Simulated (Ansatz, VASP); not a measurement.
# One calculation of Ge, two programs

INCAR

```
SYSTEM = Ge
  AGGAC = 1.0
  AGGAX = 1.0
  ALDAC = 0.0
  ALDAX = 1.0
  ALGO = Normal
  EDIFF = 1E-6
  ENCUT = 520
  GGA = B5
  ISIF = 2
  ISMEAR = -1
  LASPH = .True.
  LCHARG = .False.
  LREAL = .False.
  LWAVE = .False.
  NBANDS = 21
  NELM = 60
  PREC = Accurate
  SIGMA = 0.05
```

Contents of KPOINTS:

```
k-points
0
Gamma
  11 11 11
  0 0 0
```

File POSCAR:

```
Ge
1.0
   -2.5744897190      2.5744897190      1.3974126432
    2.5744897190     -2.5744897190      1.3974126432
    2.5744897190      2.5744897190     -1.3974126432
Ge
2
Direct
    0.5000000000      0.5000000000      0.0000000000
    0.2500000000      0.7500000000      0.5000000000
```

Contents of input.yaml:

```yaml
crystal:
  lattice:
    - [-2.574489719, 2.574489719, 1.3974126432]
    - [2.574489719, -2.574489719, 1.3974126432]
    - [2.574489719, 2.574489719, -1.3974126432]
  atoms:
    - { symbol: Ge, position: [0.5, 0.5, 0.0] }
    - { symbol: Ge, position: [0.25, 0.75, 0.5] }
hamiltonian:
  xc: blyp
  pseudopotentials: { kind: paw }
kpoints:
  mp_grid: { grid: [11, 11, 11] }
  band_path:
    path:
      - [[0.0, 0.0, 0.0], [0.0, 0.0, 0.5], [-0.5, 0.5, 0.5], [0.0, 0.0, 0.0], [0.323655812, 0.323655812, -0.323655812], [0.25, 0.25, 0.25], [0.0, 0.5, 0.0], [-0.323655812, 0.676344188, 0.323655812], [-0.5, 0.5, 0.5]]
      - [[0.0, 0.0, 0.5], [0.25, 0.25, 0.25]]
    npoints: 14
scf:
  occupations: { method: fermi_dirac, width: 0.05 }
  n_extra_bands: 6
output:
  forces: true
  stress: true
  eigenvalues: true
  fatbands: false
```

Alike in both runs: functional BLYP; k mesh 11 × 11 × 11; occupations fermi-dirac, width 0.05 eV; no spin polarisation.

|  | VASP | Ansatz |
| --- | --- | --- |
| version | VASP 6.6.1 | Ansatz 0.2.0 |
| potentials or method | VASP PAW PBE potentials, release 64 (Ge_d) | Ansatz PAW |
| plane-wave cutoff (eV) | 520 | 420 |
| valence electrons in the cell | 28 | 28 |
| task | single point | band structure |

|  | VASP | Ansatz | Ansatz less VASP |
| --- | --- | --- | --- |
| gap on the k mesh at the Fermi level (eV) | none | none | - |
| pressure (GPa) | 9.7 | 9.6 | -0.04 |
| traceless stress, the component that is largest in VASP (GPa) | -0.08 | -0.06 | +0.020 |

VASP's potentials were made for PBE, not for BLYP. A gap of «none» marks a metal or a gap that the smearing closes. The functional is the same, so the differences come from potentials, cutoffs and numerics.
